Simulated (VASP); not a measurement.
Set up this calculation in VASP 6.6.1, as the native input.

```
Task                   : single point
Functional             : PBE
Potentials or basis    : VASP PAW PBE potentials, release 64 (Al, H)
Cutoff                 : 520 eV
k mesh                 : 5 × 3 × 1
Occupations            : gaussian, width 0.1 eV
Spin                   : no spin polarisation
Dipole correction      : yes
Further INCAR settings : LREAL = Auto; ALGO = Normal; EDIFF = 1e-06; NBANDS = 44
```

The structure of Al9H lies in POSCAR:

```
Al9H
1.0
    5.7086446660      0.0000000000      0.0000000000
   -1.4271611665      9.7033329366      0.0000000000
    0.0000000000      0.0000000000     22.7902708839
Al H
18 2
Direct
    0.2662242802      0.0648971207      0.1755134908
    0.7662242802      0.0648971207      0.1755134908
    0.3354843969      0.3419375876      0.2192156219
    0.8354843969      0.3419375876      0.2192156219
    0.1493364202      0.5973456810      0.2279560482
    0.6493364202      0.5973456810      0.2279560482
    0.4631884436      0.8527537744      0.2366964744
    0.9631884436      0.8527537744      0.2366964744
    0.0319869115      0.1277383811      0.2808269846
    0.5319869115      0.1277383811      0.2808269846
    0.0997952748      0.4042696946      0.3301089530
    0.5997952748      0.4042696946      0.3301089530
    0.4144272444      0.6597110304      0.3369829646
    0.9144272444      0.6597110304      0.3369829646
    0.2263180843      0.9111292163      0.3449343063
    0.7263180843      0.9111292163      0.3449343063
    0.2962616061      0.1814597108      0.3857027821
    0.7962616061      0.1814597108      0.3857027821
    0.6062804321      0.3915457330      0.4054480498
    0.6062804321      0.4578200255      0.4054480498
```

The input as run:

INCAR

```
SYSTEM = Al9H
  PREC = Accurate
  ENCUT = 520
  EDIFF = 1E-6
  ISMEAR = 0
  SIGMA = 0.1
  LREAL = Auto
  LASPH = .TRUE.
  NELM = 80
  ALGO = Normal
  ISIF = 2
  LWAVE = .FALSE.
  LCHARG = .FALSE.
  LDIPOL = .TRUE.
  IDIPOL = 3
  DIPOL = 0.5 0.5 0.294
  GGA = PE
  NBANDS = 44
```

KPOINTS

```
Automatic mesh
0
G
  5 3 1
  0 0 0
```

Potentials or basis: VASP PAW PBE potentials, release 64 (Al, H).

The run is started by

```console
$ cat potpaw_PBE.64/Al/POTCAR potpaw_PBE.64/H/POTCAR > POTCAR
$ mpirun -np 1 vasp_std > vasp.out
```

Results of the run:

```
Largest force          : 6.341 eV/Å
Band gap on the k mesh : zero (bands 28 and 29 overlap by 0.53 eV)
```

It took 28 min on 1 thread of Intel(R) Xeon(R) 6975P-C (Granite Rapids), on a shared host, peak memory 1.2 GiB.
